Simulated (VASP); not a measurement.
## ZnSi2N2: relaxation of cell and atoms with PBE

The system is ZnSi2N2.

```xyz
5
Lattice="2.8695 0.0000 0.0000 -1.4348 2.4851 0.0000 0.0000 0.0000 9.3960" Properties=species:S:1:pos:R:3 pbc="T T T"
Zn    0.0000    0.0000    0.0000
Si    0.0000    1.6567    7.0968
Si    1.4348    0.8284    2.2991
N     0.0000    1.6567    2.9055
N     1.4348    0.8284    6.4905
```

The cell was generated, and may not be a known phase.

```yaml
Program: VASP 6.6.1
Task: relaxation of cell and atoms
Functional: PBE
Potentials_or_basis: VASP PAW PBE potentials, release 64 (Zn, Si, N)
Cutoff: 600 eV
k_mesh: 18 × 18 × 4
Occupations: gaussian, width 0.1 eV
Spin: no spin polarisation
Dipole_correction: no
Further_INCAR_settings: ALGO = Fast; EDIFF = 1e-06; IBRION = 2; EDIFFG = -0.01; NSW = 100; ISIF = 3
```

| Item | Value |
| --- | --- |
| Relaxed volume | 13.52 Å³/atom |
| Relaxed cell | a = 2.861 Å, b = 2.861 Å, c = 9.538 Å, α = 90.00°, β = 90.00°, γ = 120.00° |
| Space group after relaxing (to 0.1 Å) | P-3m1 (No. 164) |
| Energy gained by relaxing | 1.8 meV/atom |
| Ionic steps | 8 |
| Pressure after relaxing | 0.0 GPa |
| Largest force after relaxing | 0.008 eV/Å |
| Band gap on the k mesh | zero (bands 15 and 16 overlap by 0.16 eV) |

Forces in eV/Å, atoms in the order of the input:
```
Zn   0.000  0.000  0.000
Si   0.000  0.000  0.008
Si   0.000  0.000 -0.008
N    0.000  0.000  0.001
N    0.000  0.000 -0.001
```

The path:
```csv
step,energy change (eV),largest force (eV/Å),pressure (GPa),volume (Å³)
1,0.0000,0.2026,-0.38,67.00
2,-0.0044,0.1523,1.56,66.69
3,-0.0052,0.0935,1.08,66.78
4,-0.0090,0.0064,0.28,67.45
5,-0.0091,0.0184,0.01,67.66
6,-0.0091,0.0087,0.11,67.59
7,-0.0091,0.0129,0.00,67.61
8,-0.0091,0.0077,0.01,67.61
```

Final structure:
```
CELL_PARAMETERS angstrom
2.86094 0.00000 0.00000
-1.43047 2.47764 0.00000
0.00000 0.00000 9.53784
ATOMIC_POSITIONS crystal
Zn 0.00000 0.00000 0.00000
Si 0.33333 0.66667 0.75389
Si 0.66667 0.33333 0.24611
N 0.33333 0.66667 0.30933
N 0.66667 0.33333 0.69067
```

Levels at points of the mesh, in eV from the Fermi level:
| k point | band 13 | band 14 | band 15 | band 16 | band 17 | band 18 |
| --- | --- | --- | --- | --- | --- | --- |
| (0.00, 0.00, 0.00) | -3.43 | -3.43 | -1.06 | 2.27 | 5.27 | 7.03 |
| (0.50, 0.00, 0.00) | -3.49 | -1.97 | -1.91 | 0.39 | 1.55 | 3.73 |
| (0.00, 0.00, 0.50) | -3.43 | -3.43 | -1.63 | 2.70 | 5.14 | 6.98 |
| (0.50, 0.00, 0.50) | -3.58 | -2.00 | -1.97 | 0.53 | 1.56 | 3.70 |

Run time: 15 min on 1 thread of Oxide Virtual Turin-like Processor, with other jobs on the host, peak memory 0.35 GiB.
